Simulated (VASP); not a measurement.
# SnS in VASP: single point with LDA

Aim: the single point of SnS with LDA.

All numbers are computed with VASP 6.6.1; they aren't measurements. Logs are shortened: lines on timing, memory, paths and dates and some standing lists are left out, and cuts for length are marked.

## (1) The cell of the first run

The cell holds a slab with vacuum, 16 atoms: a = 3.953 Å, b = 4.187 Å, c = 34.362 Å, α = 90.00°, β = 90.00°, γ = 90.00°.

## (2) Single point, LDA

The input, INCAR:

```
PREC = Accurate
ENCUT = 400
EDIFF = 1E-6
ISMEAR = 0
SIGMA = 0.05
LREAL = F
LASPH = T
NELM = 120
ALGO = Normal
ISIF = 2
LWAVE = F
LCHARG = T
LDIPOL = T
IDIPOL = 3
DIPOL = 0.5 0.5 0.500
LELF = T
LVHAR = T
LVACPOTAV = T
NBANDS = 94
GGA_COMPAT = F
NELMDL = -8
```

The input, KPOINTS:

```
Automatic mesh
0
Gamma
  7 7 1
```

The input, POSCAR:

```
SnS
1.0
    3.9529085460      0.0000000000      0.0000000000
    0.0000000000      4.1871299922      0.0000000000
    0.0000000000      0.0000000000     34.3621154414
Sn S
8 8
Direct
    0.7500000000      0.6098248169      0.2182636285
    0.2500000000      0.1098248169      0.3027285225
    0.7500000000      0.8901751831      0.3779329115
    0.2500000000      0.3901751831      0.4623978055
    0.7500000000      0.6098248169      0.5376021945
    0.2500000000      0.1098248169      0.6220670885
    0.7500000000      0.8901751831      0.6972714775
    0.2500000000      0.3901751831      0.7817363715
    0.2500000000      0.0263479191      0.2272858434
    0.7500000000      0.5263479191      0.2937063076
    0.2500000000      0.4736520809      0.3869551264
    0.7500000000      0.9736520809      0.4533755906
    0.2500000000      0.0263479191      0.5466244094
    0.7500000000      0.5263479191      0.6130448736
    0.2500000000      0.4736520809      0.7062936924
    0.7500000000      0.9736520809      0.7727141566
```

Potentials or basis: VASP PAW LDA potentials, release 64 (Sn_d, S).

Run with:

```bash
> cat potpaw_LDA.64/Sn_d/POTCAR potpaw_LDA.64/S/POTCAR > POTCAR
> mpirun -np 1 vasp_std > vasp.out
```

OUTCAR:

```text
PREC = Accurate
   ENCUT = 400
   EDIFF = 1E-6
   ISMEAR = 0
   LREAL = F
   LASPH = T
   NELM = 120
   ISIF = 2
   NELMDL = -8

 ion  position               nearest neighbor table
   1  0.750  0.610  0.218-  10 2.62   9 2.65   9 2.65   9 3.16   9 3.16
   2  0.250  0.110  0.303-   9 2.62  10 2.65  10 2.65  10 3.16  10 3.16  11 3.27   3 3.38   3 3.38

   3  0.750  0.890  0.378-  12 2.62  11 2.65  11 2.65  11 3.16  11 3.16  10 3.27   2 3.38   2 3.38

   4  0.250  0.390  0.462-  11 2.62  12 2.65  12 2.65  12 3.16  12 3.16  13 3.27   5 3.38   5 3.38

   5  0.750  0.610  0.538-  14 2.62  13 2.65  13 2.65  13 3.16  13 3.16  12 3.27   4 3.38   4 3.38

   6  0.250  0.110  0.622-  13 2.62  14 2.65  14 2.65  14 3.16  14 3.16  15 3.27   7 3.38   7 3.38

   7  0.750  0.890  0.697-  16 2.62  15 2.65  15 2.65  15 3.16  15 3.16  14 3.27   6 3.38   6 3.38

   8  0.250  0.390  0.782-  15 2.62  16 2.65  16 2.65  16 3.16  16 3.16
   9  0.250  0.026  0.227-   2 2.62   1 2.65   1 2.65   1 3.16   1 3.16
  10  0.750  0.526  0.294-   1 2.62   2 2.65   2 2.65   2 3.16   2 3.16   3 3.27
  11  0.250  0.474  0.387-   4 2.62   3 2.65   3 2.65   3 3.16   3 3.16   2 3.27
  12  0.750  0.974  0.453-   3 2.62   4 2.65   4 2.65   4 3.16   4 3.16   5 3.27
  13  0.250  0.026  0.547-   6 2.62   5 2.65   5 2.65   5 3.16   5 3.16   4 3.27
  14  0.750  0.526  0.613-   5 2.62   6 2.65   6 2.65   6 3.16   6 3.16   7 3.27
  15  0.250  0.474  0.706-   8 2.62   7 2.65   7 2.65   7 3.16   7 3.16   6 3.27
  16  0.750  0.974  0.773-   7 2.62   8 2.65   8 2.65   8 3.16   8 3.16

  LATTYP: Found a simple orthorhombic cell.
 ALAT       =     3.9529085460
 B/A-ratio  =     1.0592529383
 C/A-ratio  =     8.6928688184

  Lattice vectors:

 A1 = (   3.9529085460,   0.0000000000,   0.0000000000)
 A2 = (   0.0000000000,   4.1871299922,   0.0000000000)
 A3 = (   0.0000000000,   0.0000000000,  34.3621154414)

Analysis of symmetry for initial positions (statically):
=====================================================================
 Subroutine PRICEL returns:
 Original cell was already a primitive cell.

 Routine SETGRP: Setting up the symmetry group for a
 simple orthorhombic supercell.

 Subroutine GETGRP returns: Found  4 space group operations
 (whereof  2 operations were pure point group operations)
 out of a pool of  8 trial point group operations.

The static configuration has the point symmetry S_2 .
 The point group associated with its full space group is C_2h.

Analysis of symmetry for dynamics (positions and initial velocities):
=====================================================================
 Subroutine PRICEL returns:
 Original cell was already a primitive cell.

 Routine SETGRP: Setting up the symmetry group for a
 simple orthorhombic supercell.

 Subroutine GETGRP returns: Found  4 space group operations
 (whereof  2 operations were pure point group operations)
 out of a pool of  8 trial point group operations.

The dynamic configuration has the point symmetry S_2 .
 The point group associated with its full space group is C_2h.

 Subroutine INISYM returns: Found  4 space group operations
 (whereof  2 operations are pure point group operations),
 and found     1 'primitive' translations

----------------------------------------------------------------------------------------

                                     Primitive cell

  volume of cell :     568.7391

  direct lattice vectors                    reciprocal lattice vectors
     3.952908546  0.000000000  0.000000000     0.252978279  0.000000000  0.000000000
     0.000000000  4.187129992  0.000000000     0.000000000  0.238827073  0.000000000
     0.000000000  0.000000000 34.362115441     0.000000000  0.000000000  0.029101817

  length of vectors
     3.952908546  4.187129992 34.362115441     0.252978279  0.238827073  0.029101817

  position of ions in fractional coordinates (direct lattice)
     0.750000000  0.609824817  0.218263628
     0.250000000  0.109824817  0.302728522
     0.750000000  0.890175183  0.377932911
     0.250000000  0.390175183  0.462397805
     0.750000000  0.609824817  0.537602195
     0.250000000  0.109824817  0.622067089
[... 8 lines left out ...]
     0.250000000  0.473652081  0.706293692
     0.750000000  0.973652081  0.772714157

  ion indices of the primitive-cell ions
   primitive index   ion index
                 1           1
                 2           2
                 3           3
                 4           4
                 5           5
                 6           6
[... 8 lines left out ...]
                15          15
                16          16

----------------------------------------------------------------------------------------

 KPOINTS: Automatic mesh

Automatic generation of k-mesh.
 Grid dimensions read from file:
 generate k-points for:    7    7    1

 Generating k-lattice:

  Cartesian coordinates                     Fractional coordinates (reciprocal lattice)
     0.036139754  0.000000000  0.000000000     0.142857143  0.000000000  0.000000000
     0.000000000  0.034118153  0.000000000     0.000000000  0.142857143  0.000000000
     0.000000000  0.000000000  0.029101817     0.000000000  0.000000000  1.000000000

  Length of vectors
     0.036139754  0.034118153  0.029101817

  Shift w.r.t. Gamma in fractional coordinates (k-lattice)
     0.000000000  0.000000000  0.000000000

 Subroutine IBZKPT returns following result:
 ===========================================

 Found     16 irreducible k-points:

 Following reciprocal coordinates:
            Coordinates               Weight
  0.000000  0.000000  0.000000      1.000000
  0.142857  0.000000  0.000000      2.000000
  0.285714  0.000000  0.000000      2.000000
  0.428571  0.000000  0.000000      2.000000
  0.000000  0.142857  0.000000      2.000000
  0.142857  0.142857  0.000000      4.000000
[... 8 lines left out ...]
  0.285714  0.428571  0.000000      4.000000
  0.428571  0.428571  0.000000      4.000000
   k-points           NKPTS =     16   k-points in BZ     NKDIM =     16   number of bands    NBANDS=     94
   number of dos      NEDOS =    301   number of ions     NIONS =     16
   total plane-waves  NPLWV = 175616
   dimension x,y,z NGX =    28 NGY =   28 NGZ =  224
   dimension x,y,z NGXF=    56 NGYF=   56 NGZF=  448
   ions per type =               8   8
   NGX,Y,Z   is equivalent  to a cutoff of  11.78, 11.12, 10.84 a.u.
   NGXF,Y,Z  is equivalent  to a cutoff of  23.55, 22.23, 21.67 a.u.
 SYSTEM =  unknown system
   PREC   = accura    normal or accurate (medium, high low for compatibility)
   ISTART =      0    job   : 0-new  1-cont  2-samecut
   ICHARG =      2    charge: 1-file 2-atom 10-const
   ISPIN  =      1    spin polarized calculation?
   LNONCOLLINEAR =      F non collinear calculations
   LSORBIT =      F    spin-orbit coupling
   LASPH  =      T    aspherical Exc in radial PAW
   ENCUT  =  400.0 eV  29.40 Ry    5.42 a.u.   6.45  6.83 56.04*2*pi/ulx,y,z
   NELM   =    120;   NELMIN=  2; NELMDL= -8     # of ELM steps
   EDIFF  = 0.1E-05   stopping-criterion for ELM
   LREAL  =      F    real-space projection
   EDIFFG = 0.1E-04   stopping-criterion for IOM
   NSW    =      0    number of steps for IOM
   IBRION =     -1    ionic relax: 0-MD 1-quasi-New 2-CG
   NFREE  =      0    steps in history (QN), initial steepest desc. (CG)
   ISIF   =      2    stress and relaxation
   ISYM   =      2    0-nonsym 1-usesym 2-fastsym
   POTIM  = 0.5000    time-step for ionic-motion
   TEBEG  =    0.0;   TEEND  =   0.0 temperature during run
   PSTRESS=    0.0 pullay stress
   NELECT =     160.0000    total number of electrons
   NUPDOWN=      -1.0000    fix difference up-down
   EMIN   =  10.00;   EMAX   =-10.00  energy-range for DOS
   EFERMI =   0.00;   METHOD = LEGACY
   ISMEAR =     0;   SIGMA  =   0.05  broadening in eV -4-tet -1-fermi 0-gaus
   EFERMI_NEDOS =   21; number of points for ismear=-14 and -15
   IALGO  =     38    algorithm
   IMIX   =      4    mixing-type and parameters
     AMIX     =   0.40;   BMIX     =  1.00
     AMIX_MAG =   1.60;   BMIX_MAG =  1.00
  volume/ion in A,a.u.               =      35.55       239.88
  Fermi-wavevector in a.u.,A,eV,Ry     =   1.072697  2.027104 15.655940  1.150679
  Thomas-Fermi vector in A             =   2.208475
   LORBIT       =      0    0 simple, 1 ext, 2 COOP (PROOUT), +10 PAW based schemes
   GGA     = CA    functional components
   LHFCALC =     F    Hartree Fock is set to
   AEXX    =    0.0000 exact exchange contribution
   IVDW    =     0    specifies the selected vdW correction
   LEPSILON=     F    determine dielectric tensor
   LRPA    =     F    only Hartree local field effects (RPA)
 non-spin polarized calculation
 Gauss-broadening in eV      SIGMA  =   0.05
  energy-cutoff  :      400.00
  volume of cell :      568.74
 maximum number of plane-waves:     10389
 NGX is ok and might be reduce to    28
   NGX = 13   NGY = 13   NGZ =113

 dipolmoment           0.000000      0.000000      0.000000 electrons x Angstroem

 number of electron     160.0000012 magnetization

 dipolmoment           0.000000      0.000000     -0.000000 electrons x Angstroem

 Free energy of the ion-electron system (eV)
  ---------------------------------------------------
  ext. energy  EPLUGINS =         0.00000000
  ---------------------------------------------------
  free energy    TOTEN  =       -80.44392397 eV

  energy without entropy =      -80.44392397  energy(sigma->0) =      -80.44392397

 E-fermi :   3.0482     XC(G=0):  -7.0843

 val. band max:        2.7822429696   @ k =   0.0000   0.4286   0.0000
 cond. band min:       3.4774395492   @ k =   0.0000   0.0000   0.0000
 fundamental gap:      0.6951965797
 Fermi energy:         3.0481611407

 k-point     1 :       0.0000    0.0000    0.0000
  band No.  band energies     occupation
      1     -18.5888      2.00000
      2     -18.5703      2.00000
      3     -18.5582      2.00000
      4     -18.5581      2.00000
      5     -18.5480      2.00000
      6     -18.5480      2.00000
[... 1509 lines left out ...]
     91       7.0018      0.00000
     92       7.0269      0.00000
 [bands above 92 left out]

------------------------ aborting loop because EDIFF is reached ----------------------------------------

  FORCE on cell =-STRESS in cart. coord.  units (eV):
  Direction    XX          YY          ZZ          XY          YZ          ZX
  --------------------------------------------------------------------------------------
  -------------------------------------------------------------------------------------
  Total       -0.1499208     -0.0421021     -1.6257240      0.0000000      0.2515511      0.0000000
  in kB       -0.4223371     -0.1186046     -4.5797765      0.0000000      0.7086367      0.0000000
  external PRESSURE =      -1.7069061 kB  Pullay stress =       0.0000000 kB

 VOLUME and BASIS-vectors are now :
 -----------------------------------------------------------------------------
  energy-cutoff  :      400.00
  volume of cell :      568.74
      direct lattice vectors                 reciprocal lattice vectors
     3.952908546  0.000000000  0.000000000     0.252978279  0.000000000  0.000000000
     0.000000000  4.187129992  0.000000000     0.000000000  0.238827073  0.000000000
     0.000000000  0.000000000 34.362115441     0.000000000  0.000000000  0.029101817

 POSITION                                       TOTAL-FORCE (eV/Angst)
 -----------------------------------------------------------------------------------
      2.96468      2.55342      7.50000         0.000000     -0.132752      0.177180
      0.98823      0.45985     10.40239        -0.000000     -0.049183     -0.080701
      2.96468      3.72728     12.98657        -0.000000      0.005835     -0.030039
      0.98823      1.63371     15.88897         0.000000      0.007862      0.009403
      2.96468      2.55342     18.47315         0.000000     -0.007862     -0.009403
      0.98823      0.45985     21.37554         0.000000     -0.005835      0.030039
[... 8 lines left out ...]
      0.98823      1.98324     24.26975         0.000000     -0.059527      0.152235
      2.96468      4.07681     26.55209         0.000000     -0.108077     -0.081277
 -----------------------------------------------------------------------------------
    total drift:                                0.000000      0.000000      0.000000

  FREE ENERGIE OF THE ION-ELECTRON SYSTEM (eV)
  ---------------------------------------------------
  free  energy   TOTEN  =       -80.4439239694 eV

  energy  without entropy=      -80.4439239694  energy(sigma->0) =      -80.44392397

 vacuum level on the upper side and lower side of the slab         7.218         7.218
```

It took 25 min on 1 thread of Intel Xeon Platinum 8124M at 3.00GHz (Skylake/Cascade Lake), shared host; peak memory 0.58 GiB.

What came out:

```
Free energy            : -80.4439 eV
Largest force          : 0.221 eV/Å
Band gap on the k mesh : 0.70 eV (least direct gap 0.94 eV)
```

Forces on the atoms (eV/Å):
```
Sn   0.000 -0.133  0.177
Sn   0.000 -0.049 -0.081
Sn   0.000  0.006 -0.030
Sn   0.000  0.008  0.009
Sn   0.000 -0.008 -0.009
Sn   0.000 -0.006  0.030
Sn   0.000  0.049  0.081
Sn   0.000  0.133 -0.177
S    0.000  0.108  0.081
S    0.000  0.060 -0.152
S    0.000  0.007 -0.001
S    0.000 -0.004  0.004
S    0.000  0.004 -0.004
S    0.000 -0.007  0.001
S    0.000 -0.060  0.152
S    0.000 -0.108 -0.081
```

Caveat: semilocal functionals underestimate gaps, and a narrow one can read as zero; spin-orbit coupling is left out, which moves the levels of the heavy elements.
